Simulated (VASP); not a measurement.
A run of VASP 6.6.1:

File INCAR:

```
PREC     = Accurate       # precision mode
ENCUT    = 520            # plane-wave cutoff, eV
EDIFF    = 1E-6           # SCF threshold, eV
ISMEAR   = -1             # smearing method
SIGMA    = 0.05           # smearing width, eV
LREAL    = False          # projectors in reciprocal space
LASPH    = True           # aspherical terms in the spheres
NELM     = 80             # most SCF steps
ALGO     = Normal         # electronic algorithm
ISIF     = 2              # what is computed and relaxed
LWAVE    = False          # write WAVECAR
LCHARG   = True           # write CHGCAR
GGA      = PE             # functional
LELF     = True           # ELF
LVHAR    = True         
NBANDS   = 12             # bands
```

Contents of KPOINTS:

```
regular mesh
0
Gamma
  15 15 15
```

The input POSCAR:

```
Ti
1.0
    0.0000000000      2.0300000000      2.0909000000
    2.0300000000      0.0000000000      2.0909000000
    2.0300000000      2.0300000000      0.0000000000
Ti
1
Direct
    0.0000000000      0.0000000000      0.0000000000
```

Potentials or basis: VASP PAW PBE potentials, release 64 (Ti_sv).

Run with:

```bash
$ cat potpaw_PBE.64/Ti_sv/POTCAR > POTCAR
$ mpirun -np 1 vasp_std > vasp.out
```

Hardware: 1 thread of Intel(R) Xeon(R) Platinum 8259CL CPU @ 2.50GHz (Skylake/Cascade Lake), on a shared host.

Problem. Estimate the wall time of this run.

Solution. Wall time 39 s on 1 thread of Intel(R) Xeon(R) Platinum 8259CL CPU @ 2.50GHz (Skylake/Cascade Lake), on a shared host, peak memory 0.18 GiB. Counts: scf iterations 12, k points 288.
